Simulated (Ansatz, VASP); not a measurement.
Two plane-wave programs on Y4I

```
CELL_PARAMETERS angstrom
4.07035 -4.27415 0.00000
4.07035 4.27415 0.00000
0.00000 0.00000 3.65505
ATOMIC_POSITIONS crystal
Y 0.81060 0.18940 0.50000
Y 0.18940 0.81060 0.50000
Y 0.28520 0.28520 0.00000
Y 0.71480 0.71480 0.00000
I 0.00000 0.00000 0.00000
```

Change from the starting cell: species swapped into the OsCl4 type (Cmmm, No. 65).

Alike in both runs: task relaxation of cell and atoms; functional PBE; k mesh 4 × 4 × 6; occupations gaussian, width 0.1 eV; no spin polarisation.

|  | VASP | Ansatz |
| --- | --- | --- |
| version | VASP 6.6.1 | Ansatz 0.2.0 |
| potentials or method | VASP PAW PBE potentials, release 64 (Y_sv, I), cutoff 600 eV | scalar-relativistic, plane waves, PAW |
| valence electrons in the cell | 51 | 61 |

|  | VASP | Ansatz | Ansatz less VASP |
| --- | --- | --- | --- |
| gap on the k mesh at the Fermi level, each at its own relaxed structure (eV) | none | none | - |
| relaxed volume (Å³/atom) | 34.66 | 34.64 | -0.014 |
| relaxed cell length with the largest relative difference (Å) | 3.838 | 3.841 | +0.0036 |

A gap of «none» marks a metal or a gap that the smearing closes. VASP's potentials hold 51 valence electrons a cell and Ansatz's 61, so a difference there can come from the potentials and not from the codes.

Neither program's run includes spin-orbit coupling. Noted on VASP's run: the volume moved by over 15 % at a fixed basis, so the end points are rough.
